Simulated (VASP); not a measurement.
# Te2Mo in VASP: a series of runs

Runs on Te2Mo. Level: PBEsol. Tasks: single point.

All numbers are computed with VASP 6.6.1; they aren't measurements. Logs are shortened: lines on timing, memory, paths and dates and some standing lists are left out, and cuts for length are marked.

**1. The cell of the first run**

The cell holds a slab with vacuum, 12 atoms: a = 3.493 Å, b = 3.493 Å, c = 37.516 Å, α = 90.00°, β = 90.00°, γ = 120.00°.

**2. Single point, PBEsol (atom 1 (Te) moved by +0.680 Å along x and +0.000 Å along [0 0 1])**

INCAR

```
ALGO = Normal
EDIFF = 1E-7
ENCUT = 520
GGA = PS
ISIF = 2
ISMEAR = 0
KPAR = 4
LASPH = T
LCHARG = T
LREAL = F
LVHAR = T
LWAVE = F
NBANDS = 64
NELM = 60
PREC = Accurate
SIGMA = 0.05
```

KPOINTS

```
k-points
0
Gamma
  9 9 1
```

POSCAR

```
Te2Mo
1.0
    3.4932091909      0.0000000000      0.0000000000
   -1.7466045954      3.0252079000      0.0000000000
    0.0000000000      0.0000000000     37.5161156315
Te Mo
8 4
Direct
    0.5504521508      0.8256086723      0.8584425242
    0.3333333333      0.6666666667      0.2318351738
    0.6666666667      0.3333333333      0.6719958813
    0.6666666667      0.3333333333      0.0453069351
    0.6666666667      0.3333333333      0.7681648262
    0.6666666667      0.3333333333      0.1415574758
    0.3333333333      0.6666666667      0.9546930649
    0.3333333333      0.6666666667      0.3280041187
    0.3333333333      0.6666666667      0.7200184287
    0.3333333333      0.6666666667      0.0934314856
    0.6666666667      0.3333333333      0.9065685144
    0.6666666667      0.3333333333      0.2799815713
```

Potentials or basis: VASP PAW PBE potentials, release 64 (Te, Mo_sv).

Run with:

```bash
$ cat potpaw_PBE.64/Te/POTCAR potpaw_PBE.64/Mo_sv/POTCAR > POTCAR
$ mpirun -np 4 vasp_std > vasp.out
```

OUTCAR:

```text
EDIFF = 1E-7
   ENCUT = 520
   GGA = PS
   ISIF = 2
   ISMEAR = 0
   LASPH = T
   LREAL = F
   NELM = 60
   PREC = Accurate

 ion  position               nearest neighbor table
   1  0.550  0.826  0.858-  11 2.42  11 2.66  11 3.23   7 3.67
   2  0.333  0.667  0.232-  12 2.71  12 2.71  12 2.71   8 3.61
   3  0.667  0.333  0.672-   9 2.70   9 2.70   9 2.70   5 3.61
   4  0.667  0.333  0.045-  10 2.71  10 2.71  10 2.71   6 3.61
   5  0.667  0.333  0.768-   9 2.71   9 2.71   9 2.71   3 3.61
   6  0.667  0.333  0.142-  10 2.71  10 2.71  10 2.71   4 3.61
   7  0.333  0.667  0.955-  11 2.71  11 2.71  11 2.71   1 3.67
   8  0.333  0.667  0.328-  12 2.70  12 2.70  12 2.70   2 3.61
   9  0.333  0.667  0.720-   3 2.70   3 2.70   3 2.70   5 2.71   5 2.71   5 2.71
  10  0.333  0.667  0.093-   4 2.71   4 2.71   4 2.71   6 2.71   6 2.71   6 2.71
  11  0.667  0.333  0.907-   1 2.42   1 2.66   7 2.71   7 2.71   7 2.71   1 3.23
  12  0.667  0.333  0.280-   8 2.70   8 2.70   8 2.70   2 2.71   2 2.71   2 2.71

  LATTYP: Found a hexagonal cell.
 ALAT       =     3.4932091909
 C/A-ratio  =    10.7397277350

  Lattice vectors:

 A1 = (   3.4932091909,   0.0000000000,   0.0000000000)
 A2 = (  -1.7466045954,   3.0252079000,   0.0000000000)
 A3 = (   0.0000000000,   0.0000000000,  37.5161156315)

Analysis of symmetry for initial positions (statically):
=====================================================================
 Subroutine PRICEL returns:
 Original cell was already a primitive cell.

 Routine SETGRP: Setting up the symmetry group for a
 hexagonal supercell.

 Subroutine GETGRP returns: Found  1 space group operations
 (whereof  1 operations were pure point group operations)
 out of a pool of 24 trial point group operations.

The static configuration has the point symmetry C_1 .

Analysis of symmetry for dynamics (positions and initial velocities):
=====================================================================
 Subroutine PRICEL returns:
 Original cell was already a primitive cell.

 Routine SETGRP: Setting up the symmetry group for a
 hexagonal supercell.

 Subroutine GETGRP returns: Found  1 space group operations
 (whereof  1 operations were pure point group operations)
 out of a pool of 24 trial point group operations.

The dynamic configuration has the point symmetry C_1 .

 Subroutine INISYM returns: Found  1 space group operations
 (whereof  1 operations are pure point group operations),
 and found     1 'primitive' translations

----------------------------------------------------------------------------------------

                                     Primitive cell

  volume of cell :     396.4585

  direct lattice vectors                    reciprocal lattice vectors
     3.493209191  0.000000000  0.000000000     0.286269715  0.165277897  0.000000000
    -1.746604595  3.025207900  0.000000000     0.000000000  0.330555794  0.000000000
     0.000000000  0.000000000 37.516115631     0.000000000  0.000000000  0.026655212

  length of vectors
     3.493209191  3.493209191 37.516115631     0.330555794  0.330555794  0.026655212

  position of ions in fractional coordinates (direct lattice)
     0.550452151  0.825608672  0.858442524
     0.333333333  0.666666667  0.231835174
     0.666666667  0.333333333  0.671995881
     0.666666667  0.333333333  0.045306935
     0.666666667  0.333333333  0.768164826
     0.666666667  0.333333333  0.141557476
     0.333333333  0.666666667  0.954693065
     0.333333333  0.666666667  0.328004119
     0.333333333  0.666666667  0.720018429
     0.333333333  0.666666667  0.093431486
     0.666666667  0.333333333  0.906568514
     0.666666667  0.333333333  0.279981571

  ion indices of the primitive-cell ions
   primitive index   ion index
                 1           1
                 2           2
                 3           3
                 4           4
                 5           5
                 6           6
                 7           7
                 8           8
                 9           9
                10          10
                11          11
                12          12

----------------------------------------------------------------------------------------

 KPOINTS: k-points

Automatic generation of k-mesh.
 Grid dimensions read from file:
 generate k-points for:    9    9    1

 Generating k-lattice:

  Cartesian coordinates                     Fractional coordinates (reciprocal lattice)
     0.031807746  0.018364211  0.000000000     0.111111111 -0.000000000  0.000000000
     0.000000000  0.036728422  0.000000000     0.000000000  0.111111111  0.000000000
     0.000000000  0.000000000  0.026655212     0.000000000  0.000000000  1.000000000

  Length of vectors
     0.036728422  0.036728422  0.026655212

  Shift w.r.t. Gamma in fractional coordinates (k-lattice)
     0.000000000  0.000000000  0.000000000

 Subroutine IBZKPT returns following result:
 ===========================================

 Found     41 irreducible k-points:

 Following reciprocal coordinates:
            Coordinates               Weight
  0.000000  0.000000  0.000000      1.000000
  0.111111  0.000000  0.000000      2.000000
  0.000000  0.111111  0.000000      2.000000
 -0.111111  0.111111  0.000000      2.000000
  0.222222  0.000000  0.000000      2.000000
  0.000000  0.222222  0.000000      2.000000
[... 16 lines left out ...]
  0.333333  0.111111  0.000000      2.000000
 -0.111111  0.444444  0.000000      2.000000
 [... further k-points ...]
   k-points           NKPTS =     41   k-points in BZ     NKDIM =     41   number of bands    NBANDS=     64
   number of dos      NEDOS =    301   number of ions     NIONS =     12
   total plane-waves  NPLWV = 219520
   dimension x,y,z NGX =    28 NGY =   28 NGZ =  280
   dimension x,y,z NGXF=    56 NGYF=   56 NGZF=  560
   ions per type =               8   4
   NGX,Y,Z   is equivalent  to a cutoff of  13.33, 13.33, 12.41 a.u.
   NGXF,Y,Z  is equivalent  to a cutoff of  26.65, 26.65, 24.82 a.u.
 SYSTEM =  unknown system
   PREC   = accura    normal or accurate (medium, high low for compatibility)
   ISTART =      0    job   : 0-new  1-cont  2-samecut
   ICHARG =      2    charge: 1-file 2-atom 10-const
   ISPIN  =      1    spin polarized calculation?
   LNONCOLLINEAR =      F non collinear calculations
   LSORBIT =      F    spin-orbit coupling
   LASPH  =      T    aspherical Exc in radial PAW
   ENCUT  =  520.0 eV  38.22 Ry    6.18 a.u.   6.50  6.50 69.76*2*pi/ulx,y,z
   NELM   =     60;   NELMIN=  2; NELMDL= -5     # of ELM steps
   EDIFF  = 0.1E-06   stopping-criterion for ELM
   LREAL  =      F    real-space projection
   EDIFFG = 0.1E-05   stopping-criterion for IOM
   NSW    =      0    number of steps for IOM
   IBRION =     -1    ionic relax: 0-MD 1-quasi-New 2-CG
   NFREE  =      0    steps in history (QN), initial steepest desc. (CG)
   ISIF   =      2    stress and relaxation
   ISYM   =      2    0-nonsym 1-usesym 2-fastsym
   POTIM  = 0.5000    time-step for ionic-motion
   TEBEG  =    0.0;   TEEND  =   0.0 temperature during run
   PSTRESS=    0.0 pullay stress
   NELECT =     104.0000    total number of electrons
   NUPDOWN=      -1.0000    fix difference up-down
   EMIN   =  10.00;   EMAX   =-10.00  energy-range for DOS
   EFERMI =   0.00;   METHOD = LEGACY
   ISMEAR =     0;   SIGMA  =   0.05  broadening in eV -4-tet -1-fermi 0-gaus
   EFERMI_NEDOS =   21; number of points for ismear=-14 and -15
   IALGO  =     38    algorithm
   IMIX   =      4    mixing-type and parameters
     AMIX     =   0.40;   BMIX     =  1.00
     AMIX_MAG =   1.60;   BMIX_MAG =  1.00
  volume/ion in A,a.u.               =      33.04       222.95
  Fermi-wavevector in a.u.,A,eV,Ry     =   1.047981  1.980397 14.942789  1.098264
  Thomas-Fermi vector in A             =   2.182884
   LORBIT       =      0    0 simple, 1 ext, 2 COOP (PROOUT), +10 PAW based schemes
   GGA     = PS    functional components
   LHFCALC =     F    Hartree Fock is set to
   AEXX    =    0.0000 exact exchange contribution
   IVDW    =     0    specifies the selected vdW correction
   LEPSILON=     F    determine dielectric tensor
   LRPA    =     F    only Hartree local field effects (RPA)
 non-spin polarized calculation
 Gauss-broadening in eV      SIGMA  =   0.05
  energy-cutoff  :      520.00
  volume of cell :      396.46
 maximum number of plane-waves:     10795
 NGX is ok and might be reduce to    28
   NGX = 13   NGY = 13   NGZ =139

 number of electron     103.9999997 magnetization

 Free energy of the ion-electron system (eV)
  ---------------------------------------------------
  ext. energy  EPLUGINS =         0.00000000
  ---------------------------------------------------
  free energy    TOTEN  =       -77.53845405 eV

  energy without entropy =      -77.53845277  energy(sigma->0) =      -77.53845341

 E-fermi :   5.5176     XC(G=0):  -8.2116

 val. band max:        5.3851361449   @ k =  -0.4444   0.4444   0.0000
 cond. band min:       5.6531271485   @ k =   0.2222   0.2222   0.0000
 fundamental gap:      0.2679910037
 Fermi energy:         5.5175541340

 k-point     1 :       0.0000    0.0000    0.0000
  band No.  band energies     occupation
      1     -55.8135      2.00000
      2     -55.8011      2.00000
      3     -55.7988      2.00000
      4     -55.7252      2.00000
      5     -30.0338      2.00000
      6     -30.0277      2.00000
[... 56 lines left out ...]
     63       8.2676      0.00000
     64       8.3274      0.00000

 k-point     2 :       0.1111    0.0000    0.0000
  band No.  band energies     occupation
      1     -55.8122      2.00000
      2     -55.7998      2.00000
      3     -55.7975      2.00000
      4     -55.7240      2.00000
      5     -30.0311      2.00000
      6     -30.0240      2.00000
[... 56 lines left out ...]
     63       7.8862      0.00000
     64       7.9788      0.00000

 k-point     3 :       0.0000    0.1111    0.0000
  band No.  band energies     occupation
      1     -55.8122      2.00000
      2     -55.7998      2.00000
      3     -55.7975      2.00000
      4     -55.7239      2.00000
      5     -30.0310      2.00000
      6     -30.0240      2.00000
[... 1396 lines left out ...]
     63       7.5298      0.00000
     64       7.7158      0.00000

 k-point    24 :      -0.1111    0.4444    0.0000
  band No.  band energies     occupation
      1     -55.8034      2.00000
      2     -55.7910      2.00000
      3     -55.7887      2.00000
      4     -55.7145      2.00000
      5     -30.0332      2.00000
      6     -29.9989      2.00000
[... 56 lines left out ...]
     63       7.4645      0.00000
     64       7.7096      0.00000

 [... further k-points ...]
[... 5 lines left out ...]
  --------------------------------------------------------------------------------------
  -------------------------------------------------------------------------------------
  Total       -0.0648269      2.7402588      5.3534125     -2.0333222      4.6130343      0.7008319
  in kB       -0.2619800     11.0739989     21.6343377     -8.2171100     18.6423037      2.8322187
  external PRESSURE =      10.8154522 kB  Pullay stress =       0.0000000 kB

 VOLUME and BASIS-vectors are now :
 -----------------------------------------------------------------------------
  energy-cutoff  :      520.00
  volume of cell :      396.46
      direct lattice vectors                 reciprocal lattice vectors
     3.493209191  0.000000000  0.000000000     0.286269715  0.165277897  0.000000000
    -1.746604595  3.025207900  0.000000000     0.000000000  0.330555794  0.000000000
     0.000000000  0.000000000 37.516115631     0.000000000  0.000000000  0.026655212

 POSITION                                       TOTAL-FORCE (eV/Angst)
 -----------------------------------------------------------------------------------
      0.48083      2.49764     32.20543        -0.880822     -2.848559     -2.584248
     -0.00000      2.01681      8.69756        -0.000103     -0.000106     -0.035350
      1.74660      1.00840     25.21068        -0.001596     -0.002954     -0.030878
      1.74660      1.00840      1.69974        -0.002559     -0.003796     -0.032985
      1.74660      1.00840     28.81856         0.023328      0.041244      0.001975
      1.74660      1.00840      5.31069         0.000895      0.000474      0.033441
     -0.00000      2.01681     35.81638        -0.334157     -0.064414      0.129377
     -0.00000      2.01681     12.30544         0.000087      0.000085      0.031018
     -0.00000      2.01681     27.01229         0.020506      0.027667     -0.003084
     -0.00000      2.01681      3.50519        -0.004458     -0.002445     -0.000090
      1.74660      1.00840     34.01093         1.178806      2.852795      2.487487
      1.74660      1.00840     10.50382         0.000073      0.000009      0.003338
 -----------------------------------------------------------------------------------
    total drift:                                0.000220      0.000329     -0.000052

  FREE ENERGIE OF THE ION-ELECTRON SYSTEM (eV)
  ---------------------------------------------------
  free  energy   TOTEN  =       -77.5384540508 eV

  energy  without entropy=      -77.5384527685  energy(sigma->0) =      -77.53845341
```

It took 12 min on 4 MPI ranks of Intel Xeon Platinum 8259CL at 2.50GHz (Skylake/Cascade Lake), shared host; peak memory 1 GiB.

Results:

```yaml
Free_energy: -77.5385 eV
Largest_force: 3.964 eV/Å
Band_gap_on_the_k_mesh: 0.27 eV (least direct gap 0.60 eV)
```

Forces in eV/Å, atoms in the order of the input:
```
Te  -0.881 -2.849 -2.584
Te   0.000  0.000 -0.035
Te  -0.002 -0.003 -0.031
Te  -0.003 -0.004 -0.033
Te   0.023  0.041  0.002
Te   0.001  0.000  0.033
Te  -0.334 -0.064  0.129
Te   0.000  0.000  0.031
Mo   0.021  0.028 -0.003
Mo  -0.004 -0.002  0.000
Mo   1.179  2.853  2.487
Mo   0.000  0.000  0.003
```

Caveat: the cell differs from its parent crystal (atom 1 (Te) moved by +0.680 Å along x and +0.000 Å along [0 0 1]); there is no dipole correction, which matters where the two faces differ; the PAW data sets were made with another functional, which shifts forces and pressure a little; spin-orbit coupling is left out, which moves the levels of the heavy elements.

**3. Single point, PBEsol (atom 1 (Te) moved by -0.680 Å along x and +0.340 Å along [0 0 1])**

INCAR

```
SYSTEM = Te2Mo
PREC = Accurate
ENCUT = 520
EDIFF = 1E-6
ISMEAR = 0
SIGMA = 0.05
LREAL = .False.
LASPH = .True.
NELM = 100
ALGO = Fast
ISIF = 2
LWAVE = .False.
LCHARG = .True.
GGA = PS
LELF = .True.
LVHAR = .True.
NBANDS = 64
```

KPOINTS

```
regular mesh
0
Gamma
  9 9 1
  0 0 0
```

Edit POSCAR of step 2 so:

```diff
@@ -8,3 +8,3 @@
 Direct
-    0.5504521508      0.8256086723      0.8584425242
+    0.1162145159      0.5077246610      0.8675052961
     0.3333333333      0.6666666667      0.2318351738
```

Potentials or basis: VASP PAW PBE potentials, release 64 (Te, Mo_sv).

Run with:

```bash
$ cat potpaw_PBE.64/Te/POTCAR potpaw_PBE.64/Mo_sv/POTCAR > POTCAR
$ mpirun -np 1 vasp_std > vasp.out
```

Run time: 64 min. Hardware: 1 thread of Oxide Virtual Turin-like, shared host; peak memory 0.99 GiB.

It converged, with:

```yaml
Free_energy: -73.2516 eV
Largest_force: 23.444 eV/Å
Band_gap_on_the_k_mesh: zero (bands 52 and 53 overlap by 0.05 eV)
```

Forces on the atoms (eV/Å):
```
Te   14.040   6.858 -17.478
Te    0.000   0.000  -0.033
Te    0.001   0.001  -0.035
Te    0.004   0.001  -0.033
Te   -0.017  -0.012   0.078
Te    0.000  -0.001   0.040
Te   -0.320   0.063   0.848
Te    0.000   0.000   0.032
Mo   -0.016  -0.016   0.046
Mo    0.000   0.005  -0.010
Mo  -13.693  -6.900  16.544
Mo    0.000   0.000   0.001
```

Levels at points of the mesh, in eV from the Fermi level:
```tsv
k point	band 48	band 49	band 50	band 51	band 52	band 53	band 54	band 55	band 56	band 57
(0.00, 0.00, 0.00)	-1.34	-1.20	-1.00	-0.69	0.02	1.25	2.14	2.45	2.45	2.53
```

Caveat: the cell differs from its parent crystal (atom 1 (Te) moved by -0.680 Å along x and +0.340 Å along [0 0 1]); atoms lie so close that the PAW spheres overlap strongly, which falsifies energies and pressures; there is no dipole correction, which matters where the two faces differ; the PAW data sets were made with another functional, which shifts forces and pressure a little; spin-orbit coupling is left out, which moves the levels of the heavy elements.

(Part 1 of 2 ends here.)
